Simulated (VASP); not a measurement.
Set up this calculation in VASP 6.6.1, as the native input.

```
Task                   : single point
Functional             : PBE
Potentials or basis    : VASP PAW PBE potentials, release 64 (In_d)
Cutoff                 : 520 eV
k mesh                 : 13 × 13 × 13
Occupations            : fermi-dirac, width 0.05 eV
Spin                   : no spin polarisation
Dipole correction      : no
Further INCAR settings : ALGO = Normal; EDIFF = 1e-06; NBANDS = 20
```

The structure of In lies in POSCAR:

```
In
1.0
   -2.3865376305      2.3865376305      1.2626088156
    2.3865376305     -2.3865376305      1.2626088156
    2.3865376305      2.3865376305     -1.2626088156
In
2
Direct
   -0.3750000000     -0.1250000000     -0.2500000000
    0.3750000000      0.1250000000      0.2500000000
```

One way to write it, as run:

INCAR

```
SYSTEM = In
PREC = Accurate
ENCUT = 520
EDIFF = 1E-6
ISMEAR = -1
SIGMA = 0.05
LREAL = .False.
LASPH = .True.
NELM = 100
ALGO = Normal
ISIF = 2
LWAVE = .False.
LCHARG = .False.
GGA = PE
NBANDS = 20
```

KPOINTS

```
regular mesh
0
Gamma
  13 13 13
  0 0 0
```

Potentials or basis: VASP PAW PBE potentials, release 64 (In_d).

Launch:

```console
$ cat potpaw_PBE.64/In_d/POTCAR > POTCAR
$ mpirun -np 1 vasp_std > vasp.out
```

Results of the run:

| Quantity | Value |
| --- | --- |
| Pressure | 138.0 GPa |
| Band gap on the k mesh | zero (bands 13 and 14 overlap by 9.65 eV) |

Caveat: the cell stands under pressure; spin-orbit coupling is left out, which moves the levels of the heavy elements.

Run time: 75 s on 1 thread of AMD EPYC 9R45 96-Core Processor (Zen 5), on a shared host, peak memory 0.19 GiB.
